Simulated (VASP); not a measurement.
# K: single point with PBEsol

Crystal: K.

```
K
1.0
    -3.51785    2.69012    2.69012
     2.69012   -3.51785    2.69012
     2.69012    2.69012   -3.51785
K
1
Direct
  0.00000 0.00000 0.00000
```

This cell differs from its parent crystal: ratio of the length along [111] to the lengths across it x 0.6, volume and fractional coordinates fixed.

| Item | Value |
| --- | --- |
| Program | VASP 6.6.1 |
| Task | single point |
| Functional | PBEsol |
| Potentials or basis | VASP PAW PBE potentials, release 64 (K_sv) |
| Cutoff | 520 eV |
| k mesh | 14 × 14 × 14 |
| Occupations | gaussian, width 0.15 eV |
| Spin | no spin polarisation |
| Dipole correction | no |
| Further INCAR settings | ALGO = Fast; EDIFF = 1e-06; NBANDS = 10 |

The pressure is 0.6 GPa. The band gap on the k mesh is zero (an odd number of electrons rules out a gap without spin polarisation).

Stress tensor (GPa, compression positive):
```
0.62 1.83 1.83
1.83 0.62 1.83
1.83 1.83 0.62
```

Levels at points of the mesh, in eV from the Fermi level:
```tsv
k point	band 1	band 2	band 3	band 4	band 5	band 6	band 7	band 8
(0.00, 0.00, 0.00)	-32.61	-16.08	-16.08	-15.78	-2.20	2.67	3.11	3.11
(0.50, 0.00, 0.00)	-32.49	-16.70	-15.96	-15.96	1.37	2.23	2.71	3.76
(0.50, 0.50, 0.00)	-32.61	-16.10	-16.08	-15.78	-0.30	-0.04	2.17	3.87
(0.50, 0.50, 0.50)	-32.49	-16.70	-15.96	-15.96	1.75	1.75	4.25	4.25
```

Run time: 5 min on 1 thread of Intel(R) Xeon(R) Platinum 8375C CPU @ 2.90GHz (Ice Lake), with other jobs on the host, peak memory 0.37 GiB.

Caveat: the PAW data sets were made with another functional, which shifts forces and pressure a little.
